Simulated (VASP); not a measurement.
V:

```
V
1.0
    -1.51390    1.51390    1.51390
     1.51390   -1.51390    1.51390
     1.51390    1.51390   -1.51390
V
1
Direct
  0.00000 0.00000 0.00000
```

Base run:

```yaml
Program: VASP 6.6.1
Functional: r2SCAN
Potentials_or_basis: VASP PAW PBE potentials, release 64 (V_sv)
Cutoff: 520 eV
k_mesh: 13 × 13 × 13
Occupations: fermi-dirac, width 0.1 eV
Spin: collinear spin, ferromagnetic start
Starting_moments: "[0.45] μB"
Fixed_moment: 0.45 μB
```

Its results: pressure -6.2 GPa; site moments V +0.39 μB.

Q: After a change of settings the same cell gave: pressure 1.7 GPa; site moments V +1.02 μB. Which change was it?
A. fixed moment from 0.45 μB to 0.3 μB; moments at the start from [0.45] to [0.3]
B. fixed moment from 0.45 μB to 1.2 μB; moments at the start from [0.45] to [1.2]
C. fixed moment from 0.45 μB to 0.75 μB; moments at the start from [0.45] to [0.75]
D. fixed moment from 0.45 μB to 0.15 μB; moments at the start from [0.45] to [0.15]

A: B.

Caveats: the PAW data sets were made with another functional, which shifts forces and pressure a little; the total moment is fixed, so each spin has its own Fermi level.
